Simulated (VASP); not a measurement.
AlN, 4 atoms in the cell. It takes space group Cc (No. 9, monoclinic). Conventional cell: a = 3.123 Å, b = 5.350 Å, c = 4.803 Å, α = 90.00°, β = 107.41°, γ = 90.00°. Within 2.3 Å of Al (site symmetry 1) lie 4 N at 1.74 to 2.02 Å. Within 2.3 Å of N (site symmetry 1) lie 4 Al at 1.74 to 2.02 Å.  This cell differs from its parent crystal: engineering shear strain xz -0.3000, normal strain along z -0.0400.

```yaml
Program: VASP 6.6.1
Task: relaxation of the atoms
Functional: LDA
Potentials_or_basis: VASP PAW LDA potentials, release 64 (Al, N)
Cutoff: 520 eV
k_mesh: 9 × 9 × 6
Occupations: gaussian, width 0.05 eV
Spin: no spin polarisation
Dipole_correction: no
Further_INCAR_settings: ALGO = Normal; EDIFF = 1e-06; IBRION = 2; EDIFFG = -0.01; NSW = 50
```

Potentials or basis: VASP PAW LDA potentials, release 64 (Al, N).

The run is started by

```console
$ cat potpaw_LDA.64/Al/POTCAR potpaw_LDA.64/N/POTCAR > POTCAR
$ mpirun -np 1 vasp_std > vasp.out
```

Hardware: 1 thread of Intel(R) Xeon(R) Platinum 8275CL CPU @ 3.00GHz (Skylake/Cascade Lake), on a shared host.

Task: Estimate the wall time of this run.

Result: It took 3.8 min on 1 thread of Intel(R) Xeon(R) Platinum 8275CL CPU @ 3.00GHz (Skylake/Cascade Lake), on a shared host, peak memory 0.18 GiB. Counts: scf iterations 65, k points 140, ion steps 11.
